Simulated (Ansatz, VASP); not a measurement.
# One calculation of NaCl, two programs

Contents of INCAR:

```
SYSTEM = NaCl
  ALGO = Normal
  EDIFF = 1E-6
  ENCUT = 520
  GGA = PS
  ISIF = 2
  ISMEAR = 0
  LASPH = .True.
  LCHARG = .False.
  LREAL = .False.
  LWAVE = .False.
  NBANDS = 14
  NELM = 100
  PREC = Accurate
  SIGMA = 0.05
```

The input KPOINTS:

```
k-points
0
Gamma
  8 8 8
  0 0 0
```

POSCAR

```
NaCl
1.0
    0.0353968750      2.8317500000      2.8317500000
    2.8671468750      0.0000000000      2.8671468750
    2.8317500000      2.8317500000      0.0353968750
Na Cl
1 1
Direct
    0.0000000000      0.0000000000      0.0000000000
    0.5000000000      0.5000000000      0.5000000000
```

Input for Ansatz:

```yaml
crystal:
  lattice:
    - [0.035396875, 2.83175, 2.83175]
    - [2.867146875, 0.0, 2.867146875]
    - [2.83175, 2.83175, 0.035396875]
  atoms:
    - { symbol: Na, position: [0.0, 0.0, 0.0] }
    - { symbol: Cl, position: [0.5, 0.5, 0.5] }
basis:
  ecutwfc: 420
kpoints:
  mp_grid: { grid: [8, 8, 8] }
hamiltonian:
  xc: pbesol
scf:
  occupations: { method: gaussian, width: 0.05 }
output:
  forces: true
  stress: true
  eigenvalues: true
```

Change from the starting cell: strain +0.0250 x Voigt [0, 0, 0, 0, 1, 0], atoms carried along.

Alike in both runs: task single point; functional PBEsol; k mesh 8 × 8 × 8; occupations gaussian, width 0.05 eV; no spin polarisation.

|  | VASP | Ansatz |
| --- | --- | --- |
| version | VASP 6.6.1 | Ansatz 0.2.0 |
| potentials or method | VASP PAW PBE potentials, release 64 (Na_pv, Cl), cutoff 520 eV | scalar-relativistic, plane waves, PAW |
| valence electrons in the cell | 14 | 16 |

```tsv
	VASP	Ansatz	Ansatz less VASP
gap on the k mesh at the Fermi level (eV)	4.84	4.84	+0.004
least direct gap on the mesh (eV)	4.84	4.84	+0.004
pressure (GPa)	-0.8	-0.8	-0.01
traceless stress, the component that is largest in VASP (GPa)	-0.30	-0.30	-0.002
```

VASP's potentials were made for PBE, not for PBEsol. With one functional, cell and mesh, what is left measures potentials, basis and numerics. VASP's potentials hold 14 valence electrons a cell and Ansatz's 16, so a difference there can come from the potentials and not from the codes.
